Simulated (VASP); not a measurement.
Crystal: Si.

```
Si
1.0
     1.50417   -2.09015    0.00000
     1.50417    2.09015    0.00000
     0.00000    0.00000    2.46925
Si
1
Direct
  0.50000 0.50000 0.50000
```

* Program: VASP 6.6.1
* Task: relaxation of cell and atoms
* Functional: PBE
* Potentials or basis: VASP PAW PBE potentials, release 64 (Si)
* Cutoff: 600 eV
* k mesh: 22 × 22 × 22
* Occupations: gaussian, width 0.1 eV
* Spin: no spin polarisation

At the start: pressure 0.5 GPa; volume 15.53 Å³/atom.

How do energy, volume and symmetry change on relaxing?

Over 18 steps the energy falls by 38.9 meV/atom and the volume is 15.09 Å³/atom (-2.8 %); space group P6/mmm (No. 191, to 0.05 Å).

The path:
```
step  energy change (eV)  largest force (eV/Å)  pressure (GPa)  volume (Å³)
   1              0.0000                0.0000            0.48        15.53
   2             -0.0068                0.0000           -0.86        15.63
   3             -0.0155                0.0000           -4.13        15.90
   4             -0.0177                0.0000           -4.01        15.86
   5             -0.0242                0.0000           -3.60        15.74
   6             -0.0323                0.0000           -2.58        15.47
   7             -0.0335                0.0000           -1.80        15.34
   8             -0.0362                0.0000           -1.22        15.25
   9             -0.0386                0.0000           -0.08        15.09
  10             -0.0387                0.0000            0.18        15.06
  11             -0.0387                0.0000            0.23        15.05
  12             -0.0387                0.0000            0.12        15.07
  13             -0.0388                0.0000           -0.09        15.10
  14             -0.0388                0.0000           -0.07        15.10
  15             -0.0388                0.0000            0.00        15.09
  16             -0.0388                0.0000            0.15        15.07
  17             -0.0388                0.0000            0.08        15.08
  18             -0.0389                0.0000           -0.03        15.09
```

Final structure:
```
Si
1.0
     1.32507   -2.29611    0.00000
     1.32507    2.29611    0.00000
     0.00000    0.00000    2.48020
Si
1
Direct
  0.50000 0.50000 0.50000
```
